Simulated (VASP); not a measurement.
# Sb (P4/mmm) in VASP: a series of runs, part 2 of 2

VASP 6.6.1. Earlier steps stand in the parts before.

## Step 4: Single point, r2SCAN

This run uses another cell than the first one, of the same volume but with other edges.

File POSCAR:

```
Sb
1.0
    2.8953826336      0.0000000000      0.0000000000
    0.0000000000      2.8953826336      0.0000000000
    0.0000000000      0.0000000000      3.7639974236
Sb
1
Direct
    0.0000000000      0.0000000000      0.0000000000
```

File INCAR.step1:

```
PREC = Accurate ; ENCUT = 520
ISMEAR = 0 ; SIGMA = 0.15
LREAL = False ; LASPH = True
NELM = 60 ; NBANDS = 8
GGA = PE ; ALGO = Normal
EDIFF = 1E-4 ; LWAVE = True
LCHARG = False
```

File INCAR.step2:

```
PREC = Accurate ; ENCUT = 520
EDIFF = 1E-6 ; ISMEAR = 0
SIGMA = 0.15 ; LREAL = False
LASPH = True ; NELM = 60
ALGO = Normal ; ISIF = 2
LWAVE = False ; LCHARG = True
METAGGA = R2SCAN ; LMIXTAU = True
LELF = True ; LVHAR = True
NBANDS = 8 ; ISTART = 1
```

File KPOINTS:

```
regular mesh
0
Gamma
  16 16 16
```

Run with:

```bash
> cat potpaw_PBE.64/Sb/POTCAR > POTCAR
> cp INCAR.step1 INCAR
> mpirun -np 1 vasp_std > vasp.out
> cp INCAR.step2 INCAR
> mpirun -np 1 vasp_std > vasp.out
```

Wall time 3.2 min (1 thread of Intel Xeon Platinum 8259CL at 2.50GHz (Skylake/Cascade Lake), shared host); peak memory 0.23 GiB.

It converged, with:

```yaml
Free_energy: -25.3137 eV
Pressure: 2.6 GPa
```

Stress tensor (GPa, compression positive):
```
 6.90  0.00  0.00
 0.00  6.90  0.00
 0.00  0.00 -6.05
```

Levels at points of the mesh, in eV from the Fermi level:
```tsv
k point	band 1	band 2	band 3	band 4	band 5	band 6
(0.00, 0.00, 0.00)	-12.96	-0.72	4.25	5.75	5.75	8.89
(0.50, 0.00, 0.00)	-9.34	-5.95	2.16	8.05	8.19	8.84
(0.50, 0.50, 0.00)	-5.22	-3.28	-3.28	3.14	5.14	11.08
(0.00, 0.00, 0.50)	-12.18	-5.06	6.41	6.41	9.57	12.52
(0.50, 0.00, 0.50)	-8.49	-5.29	-2.01	2.88	9.57	13.95
(0.50, 0.50, 0.50)	-4.16	-2.69	-2.69	0.99	4.24	6.38
```

Caveat: the PAW data sets were made with another functional, which shifts forces and pressure a little; spin-orbit coupling is left out, which moves the levels of the heavy elements.

## Step 5: Single point, r2SCAN

This run uses another cell than the first one, of the same volume but with other edges.

File POSCAR:

```
Sb
1.0
    3.2490605637      0.0000000000      0.0000000000
    0.0000000000      3.2490605637      0.0000000000
    0.0000000000      0.0000000000      2.9891357186
Sb
1
Direct
    0.0000000000      0.0000000000      0.0000000000
```

File INCAR.step1:

```
PREC = Accurate
ENCUT = 520
ISMEAR = 0
SIGMA = 0.15
LREAL = False
LASPH = True
NELM = 100
NBANDS = 8
GGA = PE
ALGO = Normal
EDIFF = 1E-4
LWAVE = True
LCHARG = False
```

File INCAR.step2:

```
PREC = Accurate
ENCUT = 520
EDIFF = 1E-6
ISMEAR = 0
SIGMA = 0.15
LREAL = False
LASPH = True
NELM = 100
ALGO = Normal
ISIF = 2
LWAVE = False
LCHARG = False
METAGGA = R2SCAN
LMIXTAU = True
NBANDS = 8
ISTART = 1
```

File KPOINTS:

```
Automatic mesh
0
Gamma
  16 16 16
```

Potentials or basis: VASP PAW PBE potentials, release 64 (Sb).

Run with:

```bash
> cat potpaw_PBE.64/Sb/POTCAR > POTCAR
> cp INCAR.step1 INCAR
> mpirun -np 1 vasp_std > vasp.out
> cp INCAR.step2 INCAR
> mpirun -np 1 vasp_std > vasp.out
```

OUTCAR:

```text
PREC = Accurate
   ENCUT = 520
   EDIFF = 1E-6
   ISMEAR = 0
   LREAL = False
   LASPH = True
   NELM = 100
   ISIF = 2
   METAGGA = R2SCAN
   ISTART = 1

 ion  position               nearest neighbor table
   1  0.000  0.000  0.000-

  LATTYP: Found a simple tetragonal cell.
 ALAT       =     3.2490605637
 C/A-ratio  =     0.9200000000

  Lattice vectors:

 A1 = (   3.2490605637,   0.0000000000,   0.0000000000)
 A2 = (   0.0000000000,   3.2490605637,   0.0000000000)
 A3 = (   0.0000000000,   0.0000000000,   2.9891357186)

Analysis of symmetry for initial positions (statically):
=====================================================================
 Subroutine PRICEL returns:
 Original cell was already a primitive cell.

 Routine SETGRP: Setting up the symmetry group for a
 simple tetragonal supercell.

 Subroutine GETGRP returns: Found 16 space group operations
 (whereof 16 operations were pure point group operations)
 out of a pool of 16 trial point group operations.

The static configuration has the point symmetry D_4h.

Analysis of symmetry for dynamics (positions and initial velocities):
=====================================================================
 Subroutine PRICEL returns:
 Original cell was already a primitive cell.

 Routine SETGRP: Setting up the symmetry group for a
 simple tetragonal supercell.

 Subroutine GETGRP returns: Found 16 space group operations
 (whereof 16 operations were pure point group operations)
 out of a pool of 16 trial point group operations.

The dynamic configuration has the point symmetry D_4h.

 Subroutine INISYM returns: Found 16 space group operations
 (whereof 16 operations are pure point group operations),
 and found     1 'primitive' translations

----------------------------------------------------------------------------------------

                                     Primitive cell

[... 108 lines left out ...]
     AMIX_MAG =   1.60;   BMIX_MAG =  1.00
  volume/ion in A,a.u.               =      31.55       212.94
  Fermi-wavevector in a.u.,A,eV,Ry     =   0.885886  1.674081 10.677766  0.784794
  Thomas-Fermi vector in A             =   2.006979
   LORBIT       =      0    0 simple, 1 ext, 2 COOP (PROOUT), +10 PAW based schemes
   METAGGA = R2SCAN    functional components
   LHFCALC =     F    Hartree Fock is set to
   AEXX    =    0.0000 exact exchange contribution
   IVDW    =     0    specifies the selected vdW correction
   LEPSILON=     F    determine dielectric tensor
   LRPA    =     F    only Hartree local field effects (RPA)
 non-spin polarized calculation
 Gauss-broadening in eV      SIGMA  =   0.15
  energy-cutoff  :      520.00
  volume of cell :       31.55
 maximum number of plane-waves:       868
   NGX = 13   NGY = 13   NGZ = 11

 number of electron       5.0000000 magnetization

 Free energy of the ion-electron system (eV)
  ---------------------------------------------------
  ext. energy  EPLUGINS =         0.00000000
  ---------------------------------------------------
  free energy    TOTEN  =       -25.57424867 eV

  energy without entropy =      -25.56968208  energy(sigma->0) =      -25.57196537

 E-fermi :   6.3447     XC(G=0):  -9.8530

 val. band max:        6.3427324545   @ k =   0.1875   0.1875   0.1875
 cond. band min:       6.3632650275   @ k =   0.4375   0.2500   0.1875
 fundamental gap:      0.0205325730
 Fermi energy:         6.3446930360

 k-point     1 :       0.0000    0.0000    0.0000
  band No.  band energies     occupation
      1      -6.2385      2.00000
      2       8.8461      0.00000
      3       8.8461      0.00000
      4      11.3203      0.00000
      5      13.0427      0.00000
      6      13.3381      0.00000
      7      15.9731      0.00000
      8      23.6664      0.00000
[... 243 lines left out ...]
 k-point    24 :       0.5000    0.1250    0.0000
  band No.  band energies     occupation
      1      -4.0117      2.00000
      2       1.1258      2.00000
      3       8.6813      0.00000
      4      13.2221      0.00000
      5      14.3305      0.00000
      6      16.7866      0.00000
      7      19.4929      0.00000
      8      19.6299      0.00000

 [... further k-points ...]

------------------------ aborting loop because EDIFF is reached ----------------------------------------

  FORCE on cell =-STRESS in cart. coord.  units (eV):
  Direction    XX          YY          ZZ          XY          YZ          ZX
  --------------------------------------------------------------------------------------
  -------------------------------------------------------------------------------------
  Total       -1.1718048     -1.1718048      0.5658746      0.0000000     -0.0000000     -0.0000000
  in kB      -59.4983080    -59.4983080     28.7322439      0.0000000     -0.0000000     -0.0000000
  external PRESSURE =     -30.0881240 kB  Pullay stress =       0.0000000 kB

 VOLUME and BASIS-vectors are now :
 -----------------------------------------------------------------------------
  energy-cutoff  :      520.00
  volume of cell :       31.55
      direct lattice vectors                 reciprocal lattice vectors
     3.249060564  0.000000000  0.000000000     0.307781274  0.000000000  0.000000000
     0.000000000  3.249060564  0.000000000     0.000000000  0.307781274  0.000000000
     0.000000000  0.000000000  2.989135719     0.000000000  0.000000000  0.334544863

 POSITION                                       TOTAL-FORCE (eV/Angst)
 -----------------------------------------------------------------------------------
      0.00000      0.00000      0.00000         0.000000      0.000000      0.000000
 -----------------------------------------------------------------------------------
    total drift:                                0.000000     -0.000000      0.000000

  FREE ENERGIE OF THE ION-ELECTRON SYSTEM (eV)
  ---------------------------------------------------
  free  energy   TOTEN  =       -25.5742486707 eV

  energy  without entropy=      -25.5696820775  energy(sigma->0) =      -25.57196537
```

OUTCAR.step1:

```text
PREC = Accurate
   ENCUT = 520
   ISMEAR = 0
   LREAL = False
   LASPH = True
   NELM = 100
[... 479 lines left out ...]

 POSITION                                       TOTAL-FORCE (eV/Angst)
 -----------------------------------------------------------------------------------
      0.00000      0.00000      0.00000         0.000000      0.000000      0.000000
 -----------------------------------------------------------------------------------
    total drift:                               -0.000000      0.000000      0.000000

  FREE ENERGIE OF THE ION-ELECTRON SYSTEM (eV)
  ---------------------------------------------------
  free  energy   TOTEN  =        -4.0388386678 eV

  energy  without entropy=       -4.0337341099  energy(sigma->0) =       -4.03628639
```

OSZICAR.step1:

```text
N       E                     dE             d eps       ncg     rms          rms(c)
DAV:   1     0.535740256850E+01    0.53574E+01   -0.16045E+03  6520   0.402E+02
DAV:   2    -0.391697128774E+01   -0.92744E+01   -0.88887E+01  9216   0.517E+01
DAV:   3    -0.403385424622E+01   -0.11688E+00   -0.11453E+00  7832   0.655E+00
DAV:   4    -0.403437363730E+01   -0.51939E-03   -0.51938E-03  9728   0.519E-01
DAV:   5    -0.403437568647E+01   -0.20492E-05   -0.20493E-05  8240   0.212E-02    0.180E+00
DAV:   6    -0.403693888792E+01   -0.25632E-02   -0.11447E-03  8640   0.207E-01    0.106E+00
DAV:   7    -0.403877975832E+01   -0.18409E-02   -0.27240E-03  7304   0.315E-01    0.765E-02
DAV:   8    -0.403883866777E+01   -0.58909E-04   -0.99365E-05  8736   0.669E-02
   1 F= -.40388387E+01 E0= -.40362864E+01  d E =-.510456E-02
```

Run time: 2.6 min. Hardware: 1 thread of Intel Xeon Platinum 8259CL at 2.50GHz (Skylake/Cascade Lake), shared host; peak memory 0.22 GiB.

What came out:

* Free energy: -25.5742 eV
* Pressure: -3.0 GPa

Caveat: the PAW data sets were made with another functional, which shifts forces and pressure a little; spin-orbit coupling is left out, which moves the levels of the heavy elements.

## Step 6: Summary

| cell | gap on the mesh (eV) | pressure (GPa) |
| --- | --- | --- |
| a = 2.974, b = 2.974, c = 3.568 Å, 1 atom | none | -0.5 |
| a = 3.433, b = 3.433, c = 2.678 Å, 1 atom | none | 4.2 |
| a = 2.895, b = 2.895, c = 3.764 Å, 1 atom | none | 2.6 |
| a = 3.249, b = 3.249, c = 2.989 Å, 1 atom | none | -3.0 |

Alike in all rows: task single point; level r2SCAN; potentials or basis VASP PAW PBE potentials, release 64 (Sb); no spin polarisation; k mesh 16 × 16 × 16; cutoff (eV) 520; smearing gaussian 0.15 eV.

Caveats: the PAW data sets were made with another functional, which shifts forces and pressure a little; spin-orbit coupling is left out, which moves the levels of the heavy elements.

Total energies depend on the potentials used, so only differences within one code and one set of settings carry meaning.
